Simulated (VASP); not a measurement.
# Se (P3_121) in VASP: further runs, part 2 of 2

VASP 6.6.1.

**4. Electric field gradients, PBEsol (volume scaled by 1.04)**

The input, INCAR:

```
PREC = Accurate ; ENCUT = 520
EDIFF = 1E-8 ; ISMEAR = -1
SIGMA = 0.03 ; LREAL = False
LASPH = True ; NELM = 100
ALGO = Normal ; ISIF = 2
LWAVE = False ; LCHARG = False
GGA = PS ; LEFG = True
NBANDS = 16
```

The input, KPOINTS:

```
Automatic mesh
0
Gamma
  6 6 5
```

The input, POSCAR:

```
Se
1.0
    4.4236565372      0.0000000000      0.0000000000
   -2.2118282686      3.8309989389      0.0000000000
    0.0000000000      0.0000000000      5.0187864228
Se
3
Direct
    0.2254000000      0.0000000000      0.3333333333
    0.0000000000      0.2254000000      0.6666666667
    0.7746000000      0.7746000000      0.0000000000
```

Potentials or basis: VASP PAW PBE potentials, release 64 (Se).

Command:

```sh
$ cat potpaw_PBE.64/Se/POTCAR > POTCAR
$ mpirun -np 1 vasp_std > vasp.out
```

OUTCAR:

```text
PREC = Accurate
   ENCUT = 520
   EDIFF = 1E-8
   ISMEAR = -1
   LREAL = False
   LASPH = True
   NELM = 100
   ISIF = 2
   GGA = PS

 ion  position               nearest neighbor table
   1  0.225  0.000  0.333-   3 2.40   2 2.40
   2  0.000  0.225  0.667-   3 2.40   1 2.40
   3  0.775  0.775  0.000-   1 2.40   2 2.40

  LATTYP: Found a hexagonal cell.
 ALAT       =     4.4236565372
 C/A-ratio  =     1.1345334749

  Lattice vectors:

 A1 = (   4.4236565372,   0.0000000000,   0.0000000000)
 A2 = (  -2.2118282686,   3.8309989389,   0.0000000000)
 A3 = (   0.0000000000,   0.0000000000,   5.0187864228)

Analysis of symmetry for initial positions (statically):
=====================================================================
 Subroutine PRICEL returns:
 Original cell was already a primitive cell.

 Routine SETGRP: Setting up the symmetry group for a
 hexagonal supercell.

 Subroutine GETGRP returns: Found  6 space group operations
 (whereof  2 operations were pure point group operations)
 out of a pool of 24 trial point group operations.

The static configuration has the point symmetry C_2 .
 The point group associated with its full space group is D_3 .

Analysis of symmetry for dynamics (positions and initial velocities):
=====================================================================
 Subroutine PRICEL returns:
 Original cell was already a primitive cell.

 Routine SETGRP: Setting up the symmetry group for a
 hexagonal supercell.

 Subroutine GETGRP returns: Found  6 space group operations
 (whereof  2 operations were pure point group operations)
[... 162 lines left out ...]
      1     -13.3769      2.00000
      2      -9.4643      2.00000
      3      -9.4643      2.00000
      4      -1.5594      2.00000
      5      -1.5594      2.00000
      6      -1.4241      2.00000
[... 433 lines left out ...]
      3      -8.0603      2.00000
      4      -2.9579      2.00000
      5      -2.1055      2.00000
      6      -1.5340      2.00000
[... 8 lines left out ...]
     15       9.9726      0.00000
     16      10.3800      0.00000

 [... further k-points ...]
[... 5 lines left out ...]
  --------------------------------------------------------------------------------------
  -------------------------------------------------------------------------------------
  Total       -0.9631984     -0.9631984     -0.8160957      0.0000000      0.0000000      0.0000000
  in kB      -18.1440473    -18.1440473    -15.3730325      0.0000000      0.0000000      0.0000000
  external PRESSURE =     -17.2203757 kB  Pullay stress =       0.0000000 kB

 VOLUME and BASIS-vectors are now :
 -----------------------------------------------------------------------------
  energy-cutoff  :      520.00
  volume of cell :       85.05
      direct lattice vectors                 reciprocal lattice vectors
     4.423656537  0.000000000  0.000000000     0.226057333  0.130514262  0.000000000
    -2.211828269  3.830998939  0.000000000     0.000000000  0.261028524  0.000000000
     0.000000000  0.000000000  5.018786423     0.000000000  0.000000000  0.199251356

 POSITION                                       TOTAL-FORCE (eV/Angst)
 -----------------------------------------------------------------------------------
      0.99709      0.00000      1.67293        -0.064435      0.000000     -0.000000
     -0.49855      0.86351      3.34586         0.032218     -0.055802      0.000000
      1.71328      2.96749      0.00000         0.032218      0.055802     -0.000000
 -----------------------------------------------------------------------------------
    total drift:                                0.000001      0.000001     -0.000000

  FREE ENERGIE OF THE ION-ELECTRON SYSTEM (eV)
  ---------------------------------------------------
  free  energy   TOTEN  =       -11.4714065298 eV

  energy  without entropy=      -11.4714065298  energy(sigma->0) =      -11.47140653

 Electric field gradients (V/A^2)
---------------------------------------------------------------------
 ion       V_xx      V_yy      V_zz      V_xy      V_xz      V_yz
---------------------------------------------------------------------
   1     170.129  -338.940   168.812    -0.000    -0.000   327.954
   2    -211.673    42.861   168.812  -220.434  -284.016  -163.977
   3    -211.673    42.861   168.811   220.433   284.016  -163.977
---------------------------------------------------------------------

 Electric field gradients after diagonalization (V/A^2)
 (convention: |V_zz| > |V_xx| > |V_yy|)
----------------------------------------------------------------------
 ion       V_xx      V_yy      V_zz     asymmetry (V_yy - V_xx)/ V_zz
----------------------------------------------------------------------
   1     329.673   170.129  -499.801       0.319
   2     329.673   170.129  -499.801       0.319
   3     329.672   170.129  -499.801       0.319
----------------------------------------------------------------------

           NMR quadrupolar parameters

 Cq : quadrupolar parameter    Cq=e*Q*V_zz/h
 eta: asymmetry parameters     (V_yy - V_xx)/ V_zz
 Q  : nuclear electric quadrupole moment in mb (millibarn)
----------------------------------------------------------------------
 ion       Cq(MHz)       eta       Q (mb)
----------------------------------------------------------------------
   1      -1.209       0.319       1.000
   2      -1.209       0.319       1.000
   3      -1.209       0.319       1.000
----------------------------------------------------------------------
```

It took 33 s on 1 thread of Intel Xeon Platinum 8375C at 2.90GHz (Ice Lake), shared host; peak memory 0.21 GiB.

What came out:

| Quantity | Value |
| --- | --- |
| Free energy | -11.4714 eV |
| Pressure | -1.7 GPa |
| Largest force | 0.064 eV/Å |
| Band gap on the k mesh | 1.25 eV, indirect (least direct gap 1.39 eV) |

Forces on the atoms (eV/Å):
```
Se  -0.064  0.000  0.000
Se   0.032 -0.056  0.000
Se   0.032  0.056  0.000
```

Electric field gradients, principal values (V/Å²):
```tsv
atom	least	middle	greatest (by size)
1 Se	170.129	329.673	-499.801
2 Se	170.129	329.673	-499.801
3 Se	170.129	329.672	-499.801
```

Caveat: without QUAD_EFG the Cq values of the log hold for a quadrupole moment of 1 mb, not for the nuclei; the PAW data sets were made with another functional, which shifts forces and pressure a little. A k mesh can miss the band edges.

**5. Electric field gradients, PBEsol (volume scaled by 1.06)**

The input, INCAR:

```
SYSTEM = Se
PREC     = Accurate       ! precision mode
ENCUT    = 520            ! plane-wave cutoff, eV
EDIFF    = 1E-8           ! SCF threshold, eV
ISMEAR   = -1             ! smearing method
SIGMA    = 0.03           ! smearing width, eV
LREAL    = .FALSE.        ! projectors in reciprocal space
LASPH    = .TRUE.         ! aspherical terms in the spheres
NELM     = 60             ! most SCF steps
ALGO     = Normal         ! electronic algorithm
ISIF     = 2              ! what is computed and relaxed
LWAVE    = .FALSE.        ! write WAVECAR
LCHARG   = .FALSE.        ! write CHGCAR
GGA      = PS             ! functional
LEFG     = .TRUE.       
NBANDS   = 16             ! bands
```

The input, KPOINTS:

```
Automatic mesh
0
G
  6 6 5
  0 0 0
```

The input, POSCAR:

```
Se
1.0
    4.4518334532      0.0000000000      0.0000000000
   -2.2259167266      3.8554008639      0.0000000000
    0.0000000000      0.0000000000      5.0507540772
Se
3
Direct
    0.2254000000      0.0000000000      0.3333333333
    0.0000000000      0.2254000000      0.6666666667
    0.7746000000      0.7746000000      0.0000000000
```

Potentials or basis: VASP PAW PBE potentials, release 64 (Se).

Command:

```sh
$ cat potpaw_PBE.64/Se/POTCAR > POTCAR
$ mpirun -np 1 vasp_std > vasp.out
```

OUTCAR:

```text
SYSTEM = Se
   PREC = Accurate
   ENCUT = 520
   EDIFF = 1E-8
   ISMEAR = -1
   LREAL = .FALSE.
   LASPH = .TRUE.
   NELM = 60
   ISIF = 2
   GGA = PS

 ion  position               nearest neighbor table
   1  0.225  0.000  0.333-   3 2.42   2 2.42
   2  0.000  0.225  0.667-   3 2.42   1 2.42
   3  0.775  0.775  0.000-   1 2.42   2 2.42

  LATTYP: Found a hexagonal cell.
 ALAT       =     4.4518334532
 C/A-ratio  =     1.1345334749

  Lattice vectors:

 A1 = (   4.4518334532,   0.0000000000,   0.0000000000)
 A2 = (  -2.2259167266,   3.8554008639,   0.0000000000)
 A3 = (   0.0000000000,   0.0000000000,   5.0507540772)

Analysis of symmetry for initial positions (statically):
=====================================================================
 Subroutine PRICEL returns:
 Original cell was already a primitive cell.

 Routine SETGRP: Setting up the symmetry group for a
 hexagonal supercell.

 Subroutine GETGRP returns: Found  6 space group operations
 (whereof  2 operations were pure point group operations)
 out of a pool of 24 trial point group operations.

The static configuration has the point symmetry C_2 .
 The point group associated with its full space group is D_3 .

Analysis of symmetry for dynamics (positions and initial velocities):
=====================================================================
 Subroutine PRICEL returns:
 Original cell was already a primitive cell.

 Routine SETGRP: Setting up the symmetry group for a
 hexagonal supercell.

 Subroutine GETGRP returns: Found  6 space group operations
[... 160 lines left out ...]

 k-point     1 :       0.0000    0.0000    0.0000
  band No.  band energies     occupation
      1     -13.4118      2.00000
      2      -9.6048      2.00000
      3      -9.6048      2.00000
      4      -1.6881      2.00000
      5      -1.6881      2.00000
      6      -1.5214      2.00000
[... 433 lines left out ...]
      3      -8.2481      2.00000
      4      -3.0309      2.00000
      5      -2.1952      2.00000
      6      -1.6398      2.00000
[... 8 lines left out ...]
     15       9.7665      0.00000
     16      10.1839      0.00000

 [... further k-points ...]
[... 5 lines left out ...]
  --------------------------------------------------------------------------------------
  -------------------------------------------------------------------------------------
  Total       -1.3629361     -1.3629361     -1.5053177      0.0000000      0.0000000      0.0000000
  in kB      -25.1896076    -25.1896076    -27.8210860      0.0000000      0.0000000      0.0000000
  external PRESSURE =     -26.0667671 kB  Pullay stress =       0.0000000 kB

 VOLUME and BASIS-vectors are now :
 -----------------------------------------------------------------------------
  energy-cutoff  :      520.00
  volume of cell :       86.69
      direct lattice vectors                 reciprocal lattice vectors
     4.451833453  0.000000000  0.000000000     0.224626552  0.129688200  0.000000000
    -2.225916727  3.855400864  0.000000000     0.000000000  0.259376401  0.000000000
     0.000000000  0.000000000  5.050754077     0.000000000  0.000000000  0.197990238

 POSITION                                       TOTAL-FORCE (eV/Angst)
 -----------------------------------------------------------------------------------
      1.00344      0.00000      1.68358        -0.242575     -0.000000     -0.000000
     -0.50172      0.86901      3.36717         0.121287     -0.210076      0.000000
      1.72420      2.98639      0.00000         0.121287      0.210076      0.000000
 -----------------------------------------------------------------------------------
    total drift:                                0.000000      0.000001      0.000000

  FREE ENERGIE OF THE ION-ELECTRON SYSTEM (eV)
  ---------------------------------------------------
  free  energy   TOTEN  =       -11.4492710852 eV

  energy  without entropy=      -11.4492710851  energy(sigma->0) =      -11.44927109

 Electric field gradients (V/A^2)
---------------------------------------------------------------------
 ion       V_xx      V_yy      V_zz      V_xy      V_xz      V_yz
---------------------------------------------------------------------
   1     173.752  -342.687   168.935    -0.000     0.000   330.424
   2    -213.577    44.642   168.935  -223.625  -286.156  -165.212
   3    -213.577    44.642   168.935   223.624   286.156  -165.212
---------------------------------------------------------------------

 Electric field gradients after diagonalization (V/A^2)
 (convention: |V_zz| > |V_xx| > |V_yy|)
----------------------------------------------------------------------
 ion       V_xx      V_yy      V_zz     asymmetry (V_yy - V_xx)/ V_zz
----------------------------------------------------------------------
   1     330.999   173.752  -504.751       0.312
   2     330.999   173.752  -504.751       0.312
   3     330.999   173.752  -504.751       0.312
----------------------------------------------------------------------

           NMR quadrupolar parameters

 Cq : quadrupolar parameter    Cq=e*Q*V_zz/h
 eta: asymmetry parameters     (V_yy - V_xx)/ V_zz
 Q  : nuclear electric quadrupole moment in mb (millibarn)
----------------------------------------------------------------------
 ion       Cq(MHz)       eta       Q (mb)
----------------------------------------------------------------------
   1      -1.220       0.312       1.000
   2      -1.220       0.312       1.000
   3      -1.220       0.312       1.000
----------------------------------------------------------------------
```

stdout:

```text
POSCAR found type information on POSCAR Se
 POSCAR found :  1 types and       3 ions
 scaLAPACK will be used
 -----------------------------------------------------------------------------
|                                                                             |
|                                                                             |
|     You enforced a specific xc type in the INCAR file but a different       |
|     I HOPE YOU KNOW WHAT YOU ARE DOING!                                     |
|                                                                             |
 -----------------------------------------------------------------------------

 LDA part: xc-table for (Slater+PW92), standard interpolation
 POSCAR, INCAR and KPOINTS ok, starting setup
 FFT: planning ... GRIDC
 FFT: planning ... GRID_SOFT
 FFT: planning ... GRID
 WAVECAR not read
 entering main loop
ion   1

ion   2
     0.0000499     4.2842785     3.0839016    -2.6844688     5.3414742     2.4735293
     0.0000687     4.2842785     3.0839016    -2.6844688     5.3414742     2.4735293
     0.0000946     4.2842784     3.0839015    -2.6844687     5.3414742     2.4735293
     0.0001302     4.2842783     3.0839015    -2.6844687     5.3414740     2.4735293
[... 12 lines left out ...]
     0.0000499  -204.8259917   151.2361155  -133.8861680  -261.9486359   118.2563414
     0.0000687  -204.8210175   151.2324350  -133.8829071  -261.9422611   118.2534696
     0.0000946  -204.8129537   151.2264686  -133.8776210  -261.9319271   118.2488140
     0.0001302  -204.7999467   151.2168448  -133.8690945  -261.9152582   118.2413043
```

It took 31 s on 1 thread of Intel Xeon Platinum 8375C at 2.90GHz (Ice Lake), shared host; peak memory 0.21 GiB.

What came out:

- Free energy: -11.4493 eV
- Pressure: -2.6 GPa
- Largest force: 0.243 eV/Å
- Band gap on the k mesh: 1.26 eV, indirect (least direct gap 1.36 eV)

Forces on the atoms (eV/Å):
```
Se  -0.243  0.000  0.000
Se   0.121 -0.210  0.000
Se   0.121  0.210  0.000
```

Electric field gradients, principal values (V/Å²):
```csv
atom,least,middle,greatest (by size)
1 Se,173.752,330.999,-504.751
2 Se,173.752,330.999,-504.751
3 Se,173.752,330.999,-504.751
```

Caveat: without QUAD_EFG the Cq values of the log hold for a quadrupole moment of 1 mb, not for the nuclei; the PAW data sets were made with another functional, which shifts forces and pressure a little. A k mesh can miss the band edges.

**6. Overview**

```csv
cell,gap on the mesh (eV),pressure (GPa),largest force (eV/Å)
"a = 4.395, b = 4.395, c = 4.986 Å, angles 90.0, 90.0, 120.0°, 3 atoms",1.24,-0.7,0.13
"a = 4.424, b = 4.424, c = 5.019 Å, angles 90.0, 90.0, 120.0°, 3 atoms",1.25,-1.7,0.06
"a = 4.452, b = 4.452, c = 5.051 Å, angles 90.0, 90.0, 120.0°, 3 atoms",1.26,-2.6,0.24
```

Alike in all rows: task electric field gradients; level PBEsol; potentials or basis VASP PAW PBE potentials, release 64 (Se); no spin polarisation; k mesh 6 × 6 × 5; cutoff (eV) 520; smearing fermi-dirac 0.03 eV.

Caveats: the PAW data sets were made with another functional, which shifts forces and pressure a little.

Absolute energies hang on the potentials; compare differences alone.
